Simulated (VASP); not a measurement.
# W (Im-3m) in VASP: further runs, part 3 of 3

VASP 6.6.1. The steps go on from the part before.

## Step 4: Single point, LDA (volume scaled by 0.7)

INCAR reads:

```
ALGO     = Normal         # electronic algorithm
EDIFF    = 1E-6           # SCF threshold, eV
ENCUT    = 520            # plane-wave cutoff, eV
GGA      = CA             # functional
ISIF     = 2              # what is computed and relaxed
ISMEAR   = -1             # smearing method
LASPH    = T              # aspherical terms in the spheres
LCHARG   = T              # write CHGCAR
LELF     = T              # ELF
LREAL    = F              # projectors in reciprocal space
LVHAR    = T            
LWAVE    = F              # write WAVECAR
NBANDS   = 13             # bands
NELM     = 100            # most SCF steps
PREC     = Accurate       # precision mode
SIGMA    = 0.08           # smearing width, eV
```

KPOINTS reads:

```
k-points
0
Gamma
  19 19 19
```

POSCAR reads:

```
W
1.0
   -1.3917149393      1.3917149393      1.3917149393
    1.3917149393     -1.3917149393      1.3917149393
    1.3917149393      1.3917149393     -1.3917149393
W
1
Direct
    0.0000000000      0.0000000000      0.0000000000
```

Potentials or basis: VASP PAW LDA potentials, release 64 (W_sv).

Started as:

```console
cat potpaw_LDA.64/W_sv/POTCAR > POTCAR
mpirun -np 1 vasp_std > vasp.out
```

OUTCAR:

```text
EDIFF = 1E-6
   ENCUT = 520
   GGA = CA
   ISIF = 2
   ISMEAR = -1
   LASPH = T
   LREAL = F
   NELM = 100
   PREC = Accurate

 ion  position               nearest neighbor table
   1  0.000  0.000  0.000-

  LATTYP: Found a body centered cubic cell.
 ALAT       =     2.7834298786

  Lattice vectors:

 A1 = (  -1.3917149393,   1.3917149393,   1.3917149393)
 A2 = (   1.3917149393,  -1.3917149393,   1.3917149393)
 A3 = (   1.3917149393,   1.3917149393,  -1.3917149393)

Analysis of symmetry for initial positions (statically):
=====================================================================
 Subroutine PRICEL returns:
 Original cell was already a primitive cell.

 Routine SETGRP: Setting up the symmetry group for a
 body centered cubic supercell.

 Subroutine GETGRP returns: Found 48 space group operations
 (whereof 48 operations were pure point group operations)
 out of a pool of 48 trial point group operations.

The static configuration has the point symmetry O_h .

Analysis of symmetry for dynamics (positions and initial velocities):
=====================================================================
 Subroutine PRICEL returns:
 Original cell was already a primitive cell.

 Routine SETGRP: Setting up the symmetry group for a
 body centered cubic supercell.

 Subroutine GETGRP returns: Found 48 space group operations
 (whereof 48 operations were pure point group operations)
 out of a pool of 48 trial point group operations.

The dynamic configuration has the point symmetry O_h .

 Subroutine INISYM returns: Found 48 space group operations
 (whereof 48 operations are pure point group operations),
 and found     1 'primitive' translations

----------------------------------------------------------------------------------------

                                     Primitive cell

  volume of cell :      10.7823
[... 112 lines left out ...]
   GGA     = CA    functional components
   LHFCALC =     F    Hartree Fock is set to
   AEXX    =    0.0000 exact exchange contribution
   IVDW    =     0    specifies the selected vdW correction
   LEPSILON=     F    determine dielectric tensor
   LRPA    =     F    only Hartree local field effects (RPA)
 non-spin polarized calculation
  energy-cutoff  :      520.00
  volume of cell :       10.78
 maximum number of plane-waves:       321
 NGX is ok and might be reduce to    18
   NGX =  9   NGY =  9   NGZ =  9

 number of electron      13.9999997 magnetization

 Free energy of the ion-electron system (eV)
  ---------------------------------------------------
  ext. energy  EPLUGINS =         0.00000000
  ---------------------------------------------------
  free energy    TOTEN  =       -11.33729757 eV

  energy without entropy =      -11.32645551  energy(sigma->0) =      -11.33187654

 E-fermi :  18.1654     XC(G=0): -16.1226

 val. band max:       18.1512382914   @ k =  -0.4737  -0.4737   0.1579
 cond. band min:      18.1688602663   @ k =  -0.3684   0.3684   0.2105
 fundamental gap:      0.0176219749
 Fermi energy:        18.1653724490

 k-point     1 :       0.0000    0.0000    0.0000
  band No.  band energies     occupation
      1     -55.9267      2.00000
      2     -18.4668      2.00000
      3     -18.4668      2.00000
      4     -18.4668      2.00000
      5       6.6557      2.00000
      6      15.6717      2.00000
      7      15.6717      2.00000
      8      15.6717      2.00000
      9      20.9351      0.00000
     10      20.9351      0.00000
     11      33.0689      0.00000
     12      33.0689      0.00000
     13      33.0689      0.00000
[... 354 lines left out ...]
  band No.  band energies     occupation
      1     -55.3327      2.00000
      2     -22.0098      2.00000
      3     -19.6998      2.00000
      4     -18.7042      2.00000
      5       9.7951      2.00000
      6      12.5263      2.00000
      7      17.0900      2.00000
      8      20.7171      0.00000
      9      22.7103      0.00000
     10      25.9709      0.00000
     11      33.1383      0.00000
     12      37.8200      0.00000
     13      43.8106      0.00000

 [... further k-points ...]

------------------------ aborting loop because EDIFF is reached ----------------------------------------

  FORCE on cell =-STRESS in cart. coord.  units (eV):
  Direction    XX          YY          ZZ          XY          YZ          ZX
  --------------------------------------------------------------------------------------
  -------------------------------------------------------------------------------------
  Total       17.2467289     17.2467289     17.2467289      0.0000000      0.0000000      0.0000000
  in kB     2562.7512842   2562.7512842   2562.7512842      0.0000000      0.0000000      0.0000000
  external PRESSURE =    2562.7512842 kB  Pullay stress =       0.0000000 kB

 VOLUME and BASIS-vectors are now :
 -----------------------------------------------------------------------------
  energy-cutoff  :      520.00
  volume of cell :       10.78
      direct lattice vectors                 reciprocal lattice vectors
    -1.391714939  1.391714939  1.391714939     0.000000000  0.359268975  0.359268975
     1.391714939 -1.391714939  1.391714939     0.359268975  0.000000000  0.359268975
     1.391714939  1.391714939 -1.391714939     0.359268975  0.359268975  0.000000000

 POSITION                                       TOTAL-FORCE (eV/Angst)
 -----------------------------------------------------------------------------------
      0.00000      0.00000      0.00000        -0.000000      0.000000      0.000000
 -----------------------------------------------------------------------------------
    total drift:                                0.000000     -0.000000      0.000000

  FREE ENERGIE OF THE ION-ELECTRON SYSTEM (eV)
  ---------------------------------------------------
  free  energy   TOTEN  =       -11.3372975715 eV

  energy  without entropy=      -11.3264555077  energy(sigma->0) =      -11.33187654
```

OSZICAR:

```text
N       E                     dE             d eps       ncg     rms          rms(c)
DAV:   1     0.807609985810E+02    0.80761E+02   -0.73217E+03  5813   0.130E+03
DAV:   2    -0.105262028487E+02   -0.91287E+02   -0.87553E+02  6330   0.324E+02
DAV:   3    -0.118195698219E+02   -0.12934E+01   -0.12900E+01  6320   0.370E+01
DAV:   4    -0.118224394716E+02   -0.28696E-02   -0.28696E-02  6500   0.192E+00
DAV:   5    -0.118224516864E+02   -0.12215E-04   -0.12216E-04  6380   0.117E-01    0.427E+01
DAV:   6    -0.114811976085E+02    0.34125E+00   -0.11743E-01  6140   0.488E+00    0.220E+01
DAV:   7    -0.113402988186E+02    0.14090E+00   -0.10493E-01  6420   0.439E+00    0.534E-01
DAV:   8    -0.113372898918E+02    0.30089E-02   -0.38755E-03  5895   0.929E-01    0.549E-02
DAV:   9    -0.113372913355E+02   -0.14437E-05   -0.42721E-05  6840   0.845E-02    0.277E-02
DAV:  10    -0.113372974369E+02   -0.61014E-05   -0.35261E-06  6090   0.229E-02    0.941E-03
DAV:  11    -0.113372975715E+02   -0.13468E-06   -0.43143E-08  3250   0.230E-03
   1 F= -.11337298E+02 E0= -.11331877E+02  d E =-.108421E-01
```

stdout:

```text
POSCAR found type information on POSCAR W
 POSCAR found :  1 types and       1 ions
 scaLAPACK will be used
 LDA part: xc-table for (Slater(with rela. corr.)+CA(PZ))
 , standard interpolation
 POSCAR, INCAR and KPOINTS ok, starting setup
 FFT: planning ... GRIDC
 FFT: planning ... GRID_SOFT
 FFT: planning ... GRID
 WAVECAR not read
 entering main loop
```

Wall time 28 s (1 thread of AMD EPYC 7R13 (Zen 3), shared host); peak memory 0.11 GiB.

What came out:

| Item | Value |
| --- | --- |
| Free energy | -11.3373 eV |
| Pressure | 256.3 GPa |
| Band gap on the k mesh | zero (band 7 reaches 25.80 eV, above the bottom of band 8 at 15.67 eV) |

Levels at points of the mesh, in eV from the Fermi level:
```tsv
k point	band 5	band 6	band 7	band 8	band 9	band 10
(0.00, 0.00, 0.00)	-11.51	-2.49	-2.49	-2.49	2.77	2.77
```

Caveat: spin-orbit coupling is left out, which moves the levels of the heavy elements.

## Step 5: Single point, LDA (volume scaled by 0.7)

INCAR reads:

```
SYSTEM = W
PREC = Accurate ; ENCUT = 520
EDIFF = 1E-7 ; ISMEAR = -1
SIGMA = 0.08 ; LREAL = .FALSE.
LASPH = .TRUE. ; NELM = 60
ALGO = Normal ; ISIF = 2
LWAVE = .FALSE. ; LCHARG = .TRUE.
GGA = CA ; LELF = .TRUE.
LVHAR = .TRUE. ; NBANDS = 13
```

KPOINTS reads:

```
regular mesh
0
G
  19 19 19
  0 0 0
```

POSCAR is that of step 4.

Started as:

```console
cat potpaw_LDA.64/W_sv/POTCAR > POTCAR
mpirun -np 1 vasp_std > vasp.out
```

Run time: 24 s. Hardware: 1 thread of AMD EPYC 7R13 (Zen 3), shared host; peak memory 0.11 GiB.

The run converged. Its results:

```yaml
Free_energy: -11.3373 eV
Pressure: 256.3 GPa
Band_gap_on_the_k_mesh: zero (band 7 reaches 25.80 eV, above the bottom of band 8 at 15.67 eV)
```

Levels at points of the mesh, in eV from the Fermi level:
| k point | band 5 | band 6 | band 7 | band 8 | band 9 | band 10 |
| --- | --- | --- | --- | --- | --- | --- |
| (0.00, 0.00, 0.00) | -11.51 | -2.49 | -2.49 | -2.49 | 2.77 | 2.77 |

Caveat: spin-orbit coupling is left out, which moves the levels of the heavy elements.
